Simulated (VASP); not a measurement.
**WC: single point with PBE**

WC:

```
W C
1.0
     2.92252    0.00000    0.00000
    -1.46126    2.53097    0.00000
     0.00000    0.00000    2.84615
W C
1 1
Direct
  0.00000 0.00000 0.00000
  0.66667 0.33333 0.50000
```

| Quantity | Value |
| --- | --- |
| Program | VASP 6.6.1 |
| Task | single point |
| Functional | PBE |
| Potentials or basis | VASP PAW PBE potentials, release 64 (W_sv, C_h) |
| Cutoff | 1300 eV |
| k mesh | 9 × 9 × 8 |
| Occupations | gaussian, width 0.1 eV |
| Spin | no spin polarisation |
| Dipole correction | no |
| Further INCAR settings | ALGO = Normal; EDIFF = 1e-06; NBANDS = 16 |

```
Pressure               : 1.0 GPa
Band gap on the k mesh : zero (bands 9 and 10 overlap by 1.19 eV)
```

Stress tensor (GPa, compression positive):
```
0.96 0.00 0.00
0.00 0.96 0.00
0.00 0.00 1.21
```

Levels at points of the mesh, in eV from the Fermi level:
```tsv
k point	band 6	band 7	band 8	band 9	band 10	band 11	band 12	band 13
(0.00, 0.00, 0.00)	-4.21	-3.27	-3.27	0.11	3.19	3.19	5.56	5.56
(0.00, 0.00, 0.50)	-8.54	-1.99	-1.99	-0.54	-0.54	3.66	4.48	4.48
```

Wall time 2.3 min on 1 thread of AMD EPYC 7571 (shared host), peak memory 0.23 GiB.

Caveat: spin-orbit coupling is left out, which moves the levels of the heavy elements.
